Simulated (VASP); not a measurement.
## HC16 (a cell with a defect): single point with PBE

The system is HC16 (a cell with a defect).

```
CELL_PARAMETERS angstrom
0.00000 3.57000 3.57000
3.57000 0.00000 3.57000
3.57000 3.57000 0.00000
ATOMIC_POSITIONS crystal
C 0.99464 0.01365 0.98971
C 0.12463 0.13410 0.11657
C 0.99985 0.00917 0.49058
C 0.12357 0.13355 0.61589
C 0.00499 0.50627 0.98481
C 0.10655 0.63717 0.12026
C 0.99795 0.50727 0.49249
C 0.12635 0.63493 0.61230
C 0.50180 0.01263 0.98956
C 0.62303 0.13207 0.12076
C 0.49769 0.00985 0.49414
C 0.62633 0.13355 0.61585
C 0.51440 0.49725 0.97876
C 0.63668 0.63579 0.11870
C 0.50213 0.50714 0.49180
C 0.62543 0.63539 0.61302
H 0.34535 0.69382 0.10437
```

| Quantity | Value |
| --- | --- |
| Program | VASP 6.6.1 |
| Task | single point |
| Functional | PBE |
| Potentials or basis | VASP PAW PBE potentials, release 64 (C, H) |
| Cutoff | 520 eV |
| k mesh | 3 × 3 × 3 |
| Occupations | fermi-dirac, width 0.02 eV |
| Spin | no spin polarisation |

```yaml
Largest_force: 0.082 eV/Å
```

Forces in eV/Å, atoms in the order of the input:
```
C    0.011  0.001  0.006
C   -0.009  0.001  0.005
C    0.002  0.001  0.005
C   -0.002  0.001  0.006
C   -0.009  0.006  0.009
C    0.010  0.000  0.001
C    0.011  0.008  0.001
C   -0.003  0.002  0.009
C   -0.002 -0.001 -0.007
C    0.001  0.002 -0.005
C    0.006  0.002  0.002
C   -0.004 -0.001  0.005
C   -0.013  0.034  0.019
C   -0.014 -0.008 -0.004
C    0.004  0.005  0.000
C   -0.001 -0.003  0.009
H    0.013 -0.050 -0.063
```

Levels at points of the mesh, in eV from the Fermi level:
| k point | band 29 | band 30 | band 31 | band 32 | band 33 | band 34 | band 35 | band 36 |
| --- | --- | --- | --- | --- | --- | --- | --- | --- |
| (0.00, 0.00, 0.00) | -3.08 | -0.75 | -0.64 | -0.42 | 2.25 | 3.10 | 3.59 | 4.08 |

Wall time 66 s on 1 thread of AMD EPYC 9R45 96-Core Processor (Zen 5), on a shared host, peak memory 0.21 GiB.

Caveat: the k points lie up to 0.51 Å⁻¹ apart; the cell carries a net charge on a neutralising background, which shifts energy and pressure; the cell is charged against a uniform background, so pressure and absolute levels hang on convention.
